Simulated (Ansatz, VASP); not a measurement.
CoO in VASP and in Ansatz

```
Co O
1.0
     1.63364    0.94318    2.61681
    -1.63364    0.94318    2.61681
     0.00000   -1.88637    2.61681
Co O
1 1
Direct
  0.99898 0.99898 0.99898
  0.75102 0.75102 0.75102
```

Change from the starting cell: volume scaled by 1.06.

Alike in both runs: task single point; functional LDA; k mesh 10 × 10 × 10; occupations fermi-dirac, width 0.05 eV; collinear spin.

|  | VASP | Ansatz |
| --- | --- | --- |
| version | VASP 6.6.1 | Ansatz 0.2.0 |
| potentials or method | VASP PAW LDA potentials, release 64 (Co, O), cutoff 520 eV | all-electron LAPW, scalar-relativistic |

Ansatz gave:

```
gap on the k mesh at the Fermi level (eV)                     : none
pressure (GPa)                                                : -20.2
traceless stress, the component that is largest in VASP (GPa) : 2.29
rms of the force components (eV/Å)                            : 0.070
net moment per atom (μB)                                      : 1.44
size of the moment on the site where the two differ most (μB) : 2.43
```

Task: What did VASP give for the same quantities?

Result: gap on the k mesh at the Fermi level (eV): none; pressure (GPa): -21.2; traceless stress, the component that is largest in VASP (GPa): 2.23; rms of the force components (eV/Å): 0.071; net moment per atom (μB): 1.38; size of the moment on the site where the two differ most (μB): 2.36.

LDA's correlation is that of Perdew and Zunger in VASP and of Perdew and Wang (1992) in Ansatz. Site moments also hang on the region over which each program counts them. Atom by atom the forces differ by 0.001 eV/Å (rms over components). A gap of «none» marks a metal or a gap that the smearing closes. Ansatz ran all-electron here, and VASP with PAW potentials.
